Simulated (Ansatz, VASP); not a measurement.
One calculation of HfGe, two programs

File INCAR:

```
  PREC = Accurate
  ENCUT = 520
  EDIFF = 1E-6
  ISMEAR = -1
  SIGMA = 0.05
  LREAL = False
  LASPH = True
  NELM = 100
  ALGO = Normal
  ISIF = 2
  LWAVE = False
  LCHARG = True
  GGA = PS
  LELF = True
  LVHAR = True
  NBANDS = 19
```

File KPOINTS:

```
Automatic mesh
0
Gamma
  13 13 13
```

Contents of POSCAR:

```
HfGe
1.0
    2.7101178481      0.0000000000      0.0000000000
    0.0000000000      2.7101178481      0.0000000000
    0.0000000000      0.0000000000      2.7101178481
Hf Ge
1 1
Direct
    0.0000000000      0.0000000000      0.0000000000
    0.5000000000      0.5000000000      0.5000000000
```

Input for Ansatz:

```yaml
crystal:
  lattice:
    - [2.7101178481, 0.0, 0.0]
    - [0.0, 2.7101178481, 0.0]
    - [0.0, 0.0, 2.7101178481]
  atoms:
    - { symbol: Hf, position: [0.0, 0.0, 0.0] }
    - { symbol: Ge, position: [0.5, 0.5, 0.5] }
kpoints:
  mp_grid: { grid: [13, 13, 13] }
scf:
  occupations: { method: fermi_dirac, width: 0.05 }
hamiltonian:
  xc: pbesol
  pseudopotentials: { kind: paw }
output:
  forces: true
  stress: true
  eigenvalues: true
  populations: true
```

Change from the starting cell: volume scaled by 0.55, PAW files.

Alike in both runs: task single point; functional PBEsol; k mesh 13 × 13 × 13; occupations fermi-dirac, width 0.05 eV; no spin polarisation.

```csv
,VASP,Ansatz
version,VASP 6.6.1,Ansatz 0.2.0
potentials or method,"VASP PAW PBE potentials, release 64 (Hf_pv, Ge_d)","PAW with Ansatz's default frozen-core files, scalar-relativistic"
plane-wave cutoff (eV),520,420
valence electrons in the cell,24,40
```

```csv
,VASP,Ansatz,Ansatz less VASP
pressure (GPa),254.6,251.5,-3.08
```

VASP's potentials were made for PBE, not for PBEsol. Both programs put the cell under a high pressure, so it lies far from rest at this level. With one functional, cell and mesh, what is left measures potentials, basis and numerics. VASP's potentials hold 24 valence electrons a cell and Ansatz's 40, so a difference there can come from the potentials and not from the codes.

Spin-orbit coupling is off throughout. Noted on VASP's run: the cell as given lies far from equilibrium.
